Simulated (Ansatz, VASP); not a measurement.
## Pb: VASP beside Ansatz

```
Pb
1.0
     0.00000    2.46691    2.46691
     2.46691    0.00000    2.46691
     2.46691    2.46691    0.00000
Pb
1
Direct
  0.00000 0.00000 0.00000
```

Alike in both runs: task relaxation of cell and atoms; functional PBEsol; k mesh 16 × 16 × 16; occupations fermi-dirac, width 0.15 eV; no spin polarisation.

|  | VASP | Ansatz |
| --- | --- | --- |
| version | VASP 6.6.1 | Ansatz 0.2.0 |
| potentials or method | VASP PAW PBE potentials, release 64 (Pb_d), cutoff 600 eV | scalar-relativistic, plane waves, PAW |
| valence electrons in the cell | 14 | 14 |

```tsv
	VASP	Ansatz	Ansatz less VASP
gap on the k mesh at the Fermi level, each at its own relaxed structure (eV)	none	none	-
relaxed volume (Å³/atom)	30.04	30.04	+0.005
relaxed cell length with the largest relative difference (Å)	3.489	3.489	+0.0002
```

VASP's potentials were made for PBE, not for PBEsol. A gap of «none» marks a metal or a gap that the smearing closes.

Spin-orbit coupling is off throughout.
